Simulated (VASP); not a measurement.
# Ti in VASP: single point with PBEsol

Aim: the single point of Ti with PBEsol.

Program: VASP 6.6.1. These are calculated values, not measurements. Logs are shortened: lines on timing, memory, paths and dates and some standing lists are left out, and cuts for length are marked.

### 1 The cell of the first run

The cell holds a slab with vacuum, 14 atoms: a = 2.900 Å, b = 6.805 Å, c = 25.732 Å, α = 90.00°, β = 90.00°, γ = 90.00°.

### 2 Single point, PBEsol

INCAR

```
ALGO     = Normal         # electronic algorithm
DIPOL    = 0.5 0.5 0.500
EDIFF    = 1E-6           # SCF threshold, eV
ENCUT    = 520            # plane-wave cutoff, eV
GGA      = PS             # functional
IDIPOL   = 3            
ISIF     = 2              # what is computed and relaxed
ISMEAR   = 0              # smearing method
LASPH    = True           # aspherical terms in the spheres
LCHARG   = False          # write CHGCAR
LDIPOL   = True         
LREAL    = False          # projectors in reciprocal space
LWAVE    = False          # write WAVECAR
NBANDS   = 97             # bands
NELM     = 80             # most SCF steps
PREC     = Accurate       # precision mode
SIGMA    = 0.1            # smearing width, eV
```

KPOINTS

```
k-points
0
Gamma
  12 5 1
```

POSCAR

```
Ti
1.0
    2.9004352002      0.0000000000      0.0000000000
    0.0000000000      6.8054953042      0.0000000000
    0.0000000000      0.0000000000     25.7318055608
Ti
14
Direct
    0.5000000000      1.0241256166      0.2998234047
    0.5000000000      0.5729518652      0.3151070331
    0.0000000000      0.2646160228      0.3615140826
    0.0000000000      0.8360386301      0.3755935364
    0.5000000000      0.5332493041      0.4251936716
    0.5000000000      0.1073182122      0.4448288992
    0.0000000000      0.7979027280      0.4888489544
    0.0000000000      0.3817537991      0.5111507782
    0.5000000000      0.0723388170      0.5551707041
    0.5000000000      0.6464079134      0.5748062792
    0.0000000000      0.3436185915      0.6244068653
    0.0000000000      0.9150402794      0.6384855673
    0.5000000000      0.6067060116      0.6848935429
    0.5000000000      0.1555293286      0.7001766810
```

Potentials or basis: VASP PAW PBE potentials, release 64 (Ti_sv).

Command:

```bash
$ cat potpaw_PBE.64/Ti_sv/POTCAR > POTCAR
$ mpirun -np 1 vasp_std > vasp.out
```

OUTCAR:

```text
EDIFF = 1E-6
   ENCUT = 520
   GGA = PS
   ISIF = 2
   ISMEAR = 0
   LASPH = True
   LREAL = False
   NELM = 80
   PREC = Accurate

 ion  position               nearest neighbor table
   1  0.500  0.024  0.300-   3 2.70   3 2.70   4 2.75   4 2.75
   2  0.500  0.573  0.315-   4 2.78   4 2.78   3 2.82   3 2.82   5 2.85
   3  0.000  0.265  0.362-   1 2.70   1 2.70   6 2.80   6 2.80   2 2.82   2 2.82   5 2.85   5 2.85

   4  0.000  0.836  0.376-   1 2.75   1 2.75   2 2.78   2 2.78   5 2.82   5 2.82
   5  0.500  0.533  0.425-   4 2.82   4 2.82   7 2.83   7 2.83   8 2.84   8 2.84   2 2.85   3 2.85
                             3 2.85
   6  0.500  0.107  0.445-   7 2.80   7 2.80   3 2.80   3 2.80   9 2.85   8 2.92   8 2.92
   7  0.000  0.798  0.489-   6 2.80   6 2.80   5 2.83   5 2.83  10 2.84  10 2.84   8 2.89   9 2.92
                             9 2.92
   8  0.000  0.382  0.511-   9 2.80   9 2.80  10 2.83  10 2.83   5 2.84   5 2.84   7 2.89   6 2.92
                             6 2.92
   9  0.500  0.072  0.555-   8 2.80   8 2.80  12 2.80  12 2.80   6 2.85   7 2.92   7 2.92
  10  0.500  0.646  0.575-  11 2.82  11 2.82   8 2.83   8 2.83   7 2.84   7 2.84  13 2.85  12 2.85
                            12 2.85
  11  0.000  0.344  0.624-  14 2.75  14 2.75  13 2.78  13 2.78  10 2.82  10 2.82
  12  0.000  0.915  0.638-  14 2.70  14 2.70   9 2.80   9 2.80  13 2.82  13 2.82  10 2.85  10 2.85

  13  0.500  0.607  0.685-  11 2.78  11 2.78  12 2.82  12 2.82  10 2.85
  14  0.500  0.156  0.700-  12 2.70  12 2.70  11 2.75  11 2.75

  LATTYP: Found a simple orthorhombic cell.
 ALAT       =     2.9004352002
 B/A-ratio  =     2.3463704011
 C/A-ratio  =     8.8717050321

  Lattice vectors:

 A1 = (   2.9004352002,   0.0000000000,   0.0000000000)
 A2 = (   0.0000000000,   6.8054953042,   0.0000000000)
 A3 = (   0.0000000000,   0.0000000000,  25.7318055608)

Analysis of symmetry for initial positions (statically):
=====================================================================
 Subroutine PRICEL returns:
 Original cell was already a primitive cell.

 Routine SETGRP: Setting up the symmetry group for a
 simple orthorhombic supercell.

 Subroutine GETGRP returns: Found  4 space group operations
 (whereof  2 operations were pure point group operations)
 out of a pool of  8 trial point group operations.

The static configuration has the point symmetry C_1h.
 The point group associated with its full space group is C_2h.

Analysis of symmetry for dynamics (positions and initial velocities):
=====================================================================
 Subroutine PRICEL returns:
 Original cell was already a primitive cell.

 Routine SETGRP: Setting up the symmetry group for a
[... 152 lines left out ...]
   GGA     = PS    functional components
   LHFCALC =     F    Hartree Fock is set to
   AEXX    =    0.0000 exact exchange contribution
   IVDW    =     0    specifies the selected vdW correction
   LEPSILON=     F    determine dielectric tensor
   LRPA    =     F    only Hartree local field effects (RPA)
 non-spin polarized calculation
 Gauss-broadening in eV      SIGMA  =   0.10
  energy-cutoff  :      520.00
  volume of cell :      507.92
 maximum number of plane-waves:     13761
 NGX is ok and might be reduce to    24
   NGX = 11   NGY = 25   NGZ = 95

 dipolmoment           0.000000      0.000000     -0.000004 electrons x Angstroem

 number of electron     168.0000032 magnetization

 dipolmoment           0.000000      0.000000      0.000001 electrons x Angstroem

 Free energy of the ion-electron system (eV)
  ---------------------------------------------------
  ext. energy  EPLUGINS =         0.00000000
  ---------------------------------------------------
  free energy    TOTEN  =      -111.48398530 eV

  energy without entropy =     -111.37608263  energy(sigma->0) =     -111.43003397

 E-fermi :   2.1032     XC(G=0):  -6.2791

 val. band max:        2.0998334909   @ k =   0.3333   0.2000   0.0000
 cond. band min:       2.1076881877   @ k =   0.1667   0.2000   0.0000
 fundamental gap:      0.0078546969
 Fermi energy:         2.1032339342

 k-point     1 :       0.0000    0.0000    0.0000
  band No.  band energies     occupation
      1     -54.5778      2.00000
      2     -54.5772      2.00000
      3     -54.5542      2.00000
      4     -54.5536      2.00000
      5     -54.3634      2.00000
      6     -54.2906      2.00000
[... 2068 lines left out ...]
     95       2.9516      0.00000
     96       3.0384      0.00000
 [bands above 96 left out]

------------------------ aborting loop because EDIFF is reached ----------------------------------------

 vacuum level on the upper side and lower side of the slab       (xc-potential included)        -0.267        -0.267

  FORCE on cell =-STRESS in cart. coord.  units (eV):
  Direction    XX          YY          ZZ          XY          YZ          ZX
  --------------------------------------------------------------------------------------
  -------------------------------------------------------------------------------------
  Total       -2.1619930     -8.5877765     -0.3566715      0.0000000      0.0933428      0.0000000
  in kB       -6.8198010    -27.0893229     -1.1250862      0.0000000      0.2944410      0.0000000
  external PRESSURE =     -11.6780700 kB  Pullay stress =       0.0000000 kB

 VOLUME and BASIS-vectors are now :
 -----------------------------------------------------------------------------
  energy-cutoff  :      520.00
  volume of cell :      507.92
      direct lattice vectors                 reciprocal lattice vectors
     2.900435200  0.000000000  0.000000000     0.344775846  0.000000000  0.000000000
     0.000000000  6.805495304  0.000000000     0.000000000  0.146940076  0.000000000
     0.000000000  0.000000000 25.731805561     0.000000000  0.000000000  0.038862411

 POSITION                                       TOTAL-FORCE (eV/Angst)
 -----------------------------------------------------------------------------------
      1.45022      0.16419      7.71500         0.000000     -0.019941      0.015376
      1.45022      3.89922      8.10827         0.000000      0.002034     -0.002104
      0.00000      1.80084      9.30241         0.000000      0.003426      0.003206
      0.00000      5.68966      9.66470         0.000000      0.005517      0.017110
      1.45022      3.62903     10.94100         0.000000      0.006253     -0.004287
      1.45022      0.73035     11.44625         0.000000      0.004256     -0.001200
      0.00000      5.43012     12.57897         0.000000     -0.007752      0.005688
      0.00000      2.59802     13.15283         0.000000      0.007752     -0.005688
      1.45022      0.49230     14.28554         0.000000     -0.004256      0.001200
      1.45022      4.39913     14.79080         0.000000     -0.006253      0.004287
      0.00000      2.33849     16.06712         0.000000     -0.005517     -0.017110
      0.00000      6.22730     16.42939         0.000000     -0.003426     -0.003206
      1.45022      4.12893     17.62355         0.000000     -0.002034      0.002104
      1.45022      1.05845     18.01681         0.000000      0.019941     -0.015376
 -----------------------------------------------------------------------------------
    total drift:                                0.000000     -0.038473      0.001554

  FREE ENERGIE OF THE ION-ELECTRON SYSTEM (eV)
  ---------------------------------------------------
  free  energy   TOTEN  =      -111.4839853012 eV

  energy  without entropy=     -111.3760826321  energy(sigma->0) =     -111.43003397

 vacuum level on the upper side and lower side of the slab         5.425         5.425
```

OSZICAR:

```text
N       E                     dE             d eps       ncg     rms          rms(c)
DAV:   1     0.234716976279E+04    0.23472E+04   -0.91042E+04  4314   0.187E+03
DAV:   2     0.215873650986E+03   -0.21313E+04   -0.21034E+04  4106   0.609E+02
DAV:   3    -0.604088734592E+02   -0.27628E+03   -0.26750E+03  6379   0.193E+02
[... 47 lines left out ...]
DAV:  51    -0.111483967743E+03   -0.10465E-04   -0.95030E-06  4876   0.166E-02    0.183E-02
DAV:  52    -0.111483976593E+03   -0.88501E-05   -0.13555E-06  2844   0.724E-03    0.203E-02
DAV:  53    -0.111483979935E+03   -0.33418E-05   -0.45027E-06  3932   0.186E-02    0.131E-02
DAV:  54    -0.111483984347E+03   -0.44122E-05   -0.48514E-06  3988   0.118E-02    0.594E-03
DAV:  55    -0.111483985301E+03   -0.95393E-06   -0.50712E-07  2489   0.585E-03
   1 F= -.11148399E+03 E0= -.11143003E+03  d E =-.107903E+00
```

It took 86 min on 1 thread of Intel Xeon 6975P-C (Granite Rapids), shared host; peak memory 0.95 GiB.

What came out:

```yaml
Free_energy: -111.4840 eV
Largest_force: 0.025 eV/Å
Band_gap_on_the_k_mesh: zero (bands 84 and 85 overlap by 0.60 eV)
```

Forces on the atoms (eV/Å):
```
Ti   0.000 -0.020  0.015
Ti   0.000  0.002 -0.002
Ti   0.000  0.003  0.003
Ti   0.000  0.006  0.017
Ti   0.000  0.006 -0.004
Ti   0.000  0.004 -0.001
Ti   0.000 -0.008  0.006
Ti   0.000  0.008 -0.006
Ti   0.000 -0.004  0.001
Ti   0.000 -0.006  0.004
Ti   0.000 -0.006 -0.017
Ti   0.000 -0.003 -0.003
Ti   0.000 -0.002  0.002
Ti   0.000  0.020 -0.015
```

Levels at points of the mesh, in eV from the Fermi level:
| k point | band 81 | band 82 | band 83 | band 84 | band 85 | band 86 | band 87 | band 88 |
| --- | --- | --- | --- | --- | --- | --- | --- | --- |
| (0.00, 0.00, 0.00) | 0.07 | 0.16 | 0.35 | 0.38 | 0.44 | 0.45 | 0.57 | 0.58 |
| (0.50, 0.00, 0.00) | -0.64 | -0.62 | -0.19 | -0.02 | 0.04 | 0.07 | 0.09 | 0.20 |

Caveat: the PAW data sets were made with another functional, which shifts forces and pressure a little.
